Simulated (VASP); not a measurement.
# SrIrO3 (Pm-3m) in VASP: further runs, part 2 of 2

VASP 6.6.1.

## (4) Single point, LDA

This run uses another cell than the first one, of 12.78 Å³/atom.

INCAR reads:

```
SYSTEM = SrIrO3
  PREC = Accurate
  ENCUT = 520
  EDIFF = 1E-6
  ISMEAR = -1
  SIGMA = 0.1
  LREAL = .FALSE.
  LASPH = .TRUE.
  NELM = 60
  ALGO = Normal
  ISIF = 2
  LWAVE = .FALSE.
  LCHARG = .FALSE.
  NBANDS = 26
```

KPOINTS reads:

```
Automatic mesh
0
G
  6 6 6
  0 0 0
```

POSCAR reads:

```
SrIrO3
1.0
    3.9980480000      0.0000000000      0.0000000000
    0.0000000000      3.9980480000      0.0000000000
    0.0000000000      0.0000000000      3.9980480000
Sr Ir O
1 1 3
Direct
    0.0000000000      0.0000000000      0.0000000000
    0.5000000000      0.5000000000      0.5000000000
    0.5000000000      0.5000000000      0.0000000000
    0.5000000000      0.0000000000      0.5000000000
    0.0000000000      0.5000000000      0.5000000000
```

Potentials or basis: VASP PAW LDA potentials, release 64 (Sr_sv, Ir, O).

Run with:

```
> cat potpaw_LDA.64/Sr_sv/POTCAR potpaw_LDA.64/Ir/POTCAR potpaw_LDA.64/O/POTCAR > POTCAR
> mpirun -np 1 vasp_std > vasp.out
```

OUTCAR:

```text
SYSTEM = SrIrO3
   PREC = Accurate
   ENCUT = 520
   EDIFF = 1E-6
   ISMEAR = -1
   LREAL = .FALSE.
   LASPH = .TRUE.
   NELM = 60
   ISIF = 2

 ion  position               nearest neighbor table
   1  0.000  0.000  0.000-   3 2.83   4 2.83   5 2.83   4 2.83   5 2.83   3 2.83   5 2.83   5 2.83
                             3 2.83   4 2.83   4 2.83   3 2.83   2 3.46   2 3.46   2 3.46   2 3.46
   2  0.500  0.500  0.500-   3 2.00   4 2.00   5 2.00   3 2.00   4 2.00   5 2.00   1 3.46   1 3.46
                             1 3.46   1 3.46   1 3.46   1 3.46   1 3.46   1 3.46
   3  0.500  0.500  0.000-   2 2.00   2 2.00   1 2.83   1 2.83   1 2.83   1 2.83
   4  0.500  0.000  0.500-   2 2.00   2 2.00   1 2.83   1 2.83   1 2.83   1 2.83
   5  0.000  0.500  0.500-   2 2.00   2 2.00   1 2.83   1 2.83   1 2.83   1 2.83

  LATTYP: Found a simple cubic cell.
 ALAT       =     3.9980480000

  Lattice vectors:

 A1 = (   3.9980480000,   0.0000000000,   0.0000000000)
 A2 = (   0.0000000000,   3.9980480000,   0.0000000000)
 A3 = (   0.0000000000,   0.0000000000,   3.9980480000)

Analysis of symmetry for initial positions (statically):
=====================================================================
[... 176 lines left out ...]
 cond. band min:       5.0165193447   @ k =   0.5000   0.3333   0.0000
 fundamental gap:      0.0427172215
 Fermi energy:         4.9738724753

 k-point     1 :       0.0000    0.0000    0.0000
  band No.  band energies     occupation
      1     -29.3541      2.00000
      2     -14.5010      2.00000
      3     -13.4801      2.00000
      4     -13.4801      2.00000
      5     -11.4361      2.00000
      6     -11.4361      2.00000
[... 569 lines left out ...]
     25      12.4924      0.00000
     26      12.6136      0.00000

------------------------ aborting loop because EDIFF is reached ----------------------------------------

  FORCE on cell =-STRESS in cart. coord.  units (eV):
  Direction    XX          YY          ZZ          XY          YZ          ZX
  --------------------------------------------------------------------------------------
  -------------------------------------------------------------------------------------
  Total       -4.1589878     -4.1589878     -4.1589878     -0.0000000      0.0000000     -0.0000000
  in kB     -104.2687630   -104.2687630   -104.2687630     -0.0000000      0.0000000     -0.0000000
  external PRESSURE =    -104.2687630 kB  Pullay stress =       0.0000000 kB

 VOLUME and BASIS-vectors are now :
 -----------------------------------------------------------------------------
  energy-cutoff  :      520.00
  volume of cell :       63.91
      direct lattice vectors                 reciprocal lattice vectors
     3.998048000  0.000000000  0.000000000     0.250122060  0.000000000  0.000000000
     0.000000000  3.998048000  0.000000000     0.000000000  0.250122060  0.000000000
     0.000000000  0.000000000  3.998048000     0.000000000  0.000000000  0.250122060

 POSITION                                       TOTAL-FORCE (eV/Angst)
 -----------------------------------------------------------------------------------
      0.00000      0.00000      0.00000         0.000000      0.000000      0.000000
      1.99902      1.99902      1.99902         0.000000      0.000000      0.000000
      1.99902      1.99902      0.00000         0.000000      0.000000      0.000000
      1.99902      0.00000      1.99902         0.000000      0.000000      0.000000
      0.00000      1.99902      1.99902         0.000000      0.000000      0.000000
 -----------------------------------------------------------------------------------
    total drift:                                0.000000      0.000000     -0.000000

  FREE ENERGIE OF THE ION-ELECTRON SYSTEM (eV)
  ---------------------------------------------------
  free  energy   TOTEN  =       -37.3278298517 eV

  energy  without entropy=      -37.1897579732  energy(sigma->0) =      -37.25879391
```

OSZICAR:

```text
N       E                     dE             d eps       ncg     rms          rms(c)
DAV:   1     0.298726958317E+03    0.29873E+03   -0.19071E+04  1040   0.140E+03
DAV:   2    -0.189643302439E+02   -0.31769E+03   -0.30343E+03  1140   0.346E+02
DAV:   3    -0.433252588561E+02   -0.24361E+02   -0.23908E+02  1354   0.104E+02
DAV:   4    -0.441940679606E+02   -0.86881E+00   -0.86639E+00  1666   0.183E+01
DAV:   5    -0.442080036897E+02   -0.13936E-01   -0.13925E-01  1360   0.187E+00    0.379E+01
DAV:   6    -0.380531682118E+02    0.61548E+01   -0.31378E+01  1476   0.470E+01    0.235E+01
DAV:   7    -0.374653805629E+02    0.58779E+00   -0.37944E+00  1498   0.214E+01    0.131E+01
DAV:   8    -0.373410159416E+02    0.12436E+00   -0.53494E-01  1604   0.826E+00    0.178E+00
DAV:   9    -0.373305434023E+02    0.10473E-01   -0.29825E-02  1558   0.176E+00    0.691E-01
DAV:  10    -0.373278332087E+02    0.27102E-02   -0.94397E-03  1620   0.103E+00    0.144E-01
DAV:  11    -0.373278268194E+02    0.63893E-05   -0.68979E-04  1346   0.178E-01    0.621E-02
DAV:  12    -0.373278298846E+02   -0.30652E-05   -0.29479E-05  1426   0.411E-02    0.125E-02
DAV:  13    -0.373278298517E+02    0.32932E-07   -0.27522E-06  1196   0.106E-02
   1 F= -.37327830E+02 E0= -.37258794E+02  d E =-.138072E+00
```

Wall time 31 s (1 thread of AMD EPYC 7R43 (Zen 3), shared host); peak memory 0.13 GiB.

Results:

```
Free energy            : -37.3278 eV
Pressure               : -10.4 GPa
Band gap on the k mesh : zero (an odd number of electrons rules out a gap without spin polarisation)
```

Caveat: the cell stands under tension; spin-orbit coupling is left out, which moves the levels of the heavy elements; an odd number of electrons without spin polarisation forces a metal; a magnetic or distorted state may lie lower.

## (5) Single point, LDA

This run uses another cell than the first one, of 12.78 Å³/atom.

INCAR reads:

```
ALGO     = Normal         # electronic algorithm
EDIFF    = 1E-6           # SCF threshold, eV
ENCUT    = 520            # plane-wave cutoff, eV
GGA      = CA             # functional
ISIF     = 2              # what is computed and relaxed
ISMEAR   = -1             # smearing method
LASPH    = True           # aspherical terms in the spheres
LCHARG   = False          # write CHGCAR
LREAL    = False          # projectors in reciprocal space
LWAVE    = False          # write WAVECAR
NBANDS   = 26             # bands
NELM     = 100            # most SCF steps
PREC     = Accurate       # precision mode
SIGMA    = 0.1            # smearing width, eV
```

KPOINTS reads:

```
k-points
0
Gamma
  6 6 6
```

POSCAR is that of step 4.

Run with:

```
> cat potpaw_LDA.64/Sr_sv/POTCAR potpaw_LDA.64/Ir/POTCAR potpaw_LDA.64/O/POTCAR > POTCAR
> mpirun -np 1 vasp_std > vasp.out
```

Wall time 30 s (1 thread of AMD EPYC 7R43 (Zen 3), shared host); peak memory 0.14 GiB.

Results (log left out):

```yaml
Free_energy: -37.3278 eV
Pressure: -10.4 GPa
Band_gap_on_the_k_mesh: zero (an odd number of electrons rules out a gap without spin polarisation)
```

Levels at points of the mesh, in eV from the Fermi level:
```csv
k point,band 17,band 18,band 19,band 20,band 21,band 22
"(0.00, 0.00, 0.00)",-2.68,-2.68,-2.68,-0.45,-0.45,3.26
"(0.50, 0.00, 0.00)",-3.03,-0.43,-0.08,-0.08,2.25,5.21
"(0.50, 0.50, 0.00)",-0.15,-0.15,0.26,0.75,5.68,5.71
"(0.50, 0.50, 0.50)",0.58,0.58,0.58,4.72,4.72,4.72
```

Caveat: the cell stands under tension; spin-orbit coupling is left out, which moves the levels of the heavy elements; an odd number of electrons without spin polarisation forces a metal; a magnetic or distorted state may lie lower.
